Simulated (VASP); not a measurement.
Ge7I:

```
CELL_PARAMETERS angstrom
3.18711 1.84008 5.91497
-3.18711 1.84008 5.91497
0.00000 -3.68016 5.91497
ATOMIC_POSITIONS crystal
Ge 0.15328 0.84672 0.50000
Ge 0.50000 0.15328 0.84672
Ge 0.84672 0.50000 0.15328
Ge 0.84672 0.15328 0.50000
Ge 0.50000 0.84672 0.15328
Ge 0.15328 0.50000 0.84672
Ge 0.50000 0.50000 0.50000
I 0.00000 0.00000 0.00000
```

The cell was generated, and may not be a known phase.

* Program: VASP 6.6.1
* Task: relaxation of cell and atoms
* Functional: PBE
* Potentials or basis: VASP PAW PBE potentials, release 64 (Ge_d, I)
* Cutoff: 600 eV
* k mesh: 3 × 3 × 3
* Occupations: gaussian, width 0.1 eV
* Spin: no spin polarisation

At the start: pressure 40.4 GPa; volume 26.02 Å³/atom.

**Question.** Where does the relaxation end?

**Answer.** Over 10 steps the energy falls by 1701.1 meV/atom and the volume is 32.91 Å³/atom (+26.5 %); space group R-3m (No. 166, to 0.1 Å) before and after.

The path:
| step | energy change (eV) | largest force (eV/Å) | pressure (GPa) | volume (Å³) |
| --- | --- | --- | --- | --- |
| 1 | 0.0000 | 2.9384 | 40.40 | 208.13 |
| 2 | -9.6050 | 0.8968 | -4.94 | 454.85 |
| 3 | -13.3404 | 0.0842 | -0.41 | 319.34 |
| 4 | -13.3379 | 0.0780 | -0.17 | 316.87 |
| 5 | -13.3667 | 0.0614 | -0.14 | 313.01 |
| 6 | -13.4454 | 0.0085 | 0.01 | 301.42 |
| 7 | -13.5517 | 0.1180 | 0.48 | 278.17 |
| 8 | -13.5232 | 0.2552 | 2.20 | 231.39 |
| 9 | -13.5789 | 0.1525 | 0.89 | 261.97 |
| 10 | -13.6089 | 0.0037 | -0.04 | 263.29 |

Final structure:
```
Ge I
1.0
     3.96782    2.29082    4.82771
    -3.96782    2.29082    4.82771
     0.00000   -4.58165    4.82771
Ge I
7 1
Direct
  0.17177 0.82823 0.50000
  0.50000 0.17177 0.82823
  0.82823 0.50000 0.17177
  0.82823 0.17177 0.50000
  0.50000 0.82823 0.17177
  0.17177 0.50000 0.82823
  0.50000 0.50000 0.50000
  0.00000 0.00000 0.00000
```

Caveat: the k points lie up to 0.34 Å⁻¹ apart in the final cell, too coarse for converged energies and pressures of a metal; the volume moved by over 15 % at a fixed basis, so the end points are rough; an odd number of electrons without spin polarisation forces a metal; a magnetic or distorted state may lie lower.
